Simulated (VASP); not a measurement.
**CsCl: single point with HSE06**

The system is CsCl.

```
Cs Cl
1.0
     4.14068    0.00000    0.00000
     0.00000    4.14068    0.00000
     0.00000    0.00000    4.14068
Cs Cl
1 1
Direct
  0.00000 0.00000 0.00000
  0.50000 0.50000 0.50000
```

```yaml
Program: VASP 6.6.1
Task: single point
Functional: HSE06
Potentials_or_basis: VASP PAW PBE potentials, release 64 (Cs_sv, Cl)
Cutoff: 400 eV
k_mesh: 4 × 4 × 4
Occupations: gaussian, width 0.01 eV
Spin: no spin polarisation
Dipole_correction: no
Grid_for_exact_exchange_PRECFOCK: Normal
Further_INCAR_settings: ALGO = Normal; EDIFF = 1e-06; NBANDS = 15
Screening_parameter: 0.2079 1/Å
```

The pressure is 0.4 GPa and the band gap on the k mesh is 6.51 eV, direct.

Levels at points of the mesh, in eV from the valence-band top:
| k point | band 4 | band 5 | band 6 | band 7 | band 8 | band 9 | band 10 | band 11 | band 12 | band 13 |
| --- | --- | --- | --- | --- | --- | --- | --- | --- | --- | --- |
| (0.00, 0.00, 0.00) | -6.09 | -6.09 | 0.00 | 0.00 | 0.00 | 6.51 | 6.68 | 6.68 | 11.55 | 11.55 |
| (0.50, 0.00, 0.00) | -5.93 | -5.93 | -1.19 | -0.24 | -0.24 | 7.76 | 8.96 | 10.18 | 10.61 | 10.98 |
| (0.50, 0.50, 0.00) | -6.88 | -5.85 | -0.45 | -0.45 | -0.06 | 7.25 | 7.33 | 9.38 | 9.38 | 13.35 |
| (0.50, 0.50, 0.50) | -6.62 | -6.62 | -1.12 | -1.12 | -1.12 | 9.91 | 9.91 | 9.91 | 11.87 | 11.87 |

It took 3.3 min on 1 thread of AMD EPYC 9R45 96-Core Processor (Zen 5), with other jobs on the host, peak memory 0.23 GiB.

Caveat: the PAW data sets were made with another functional, which shifts forces and pressure a little; spin-orbit coupling is left out, which moves the levels of the heavy elements.
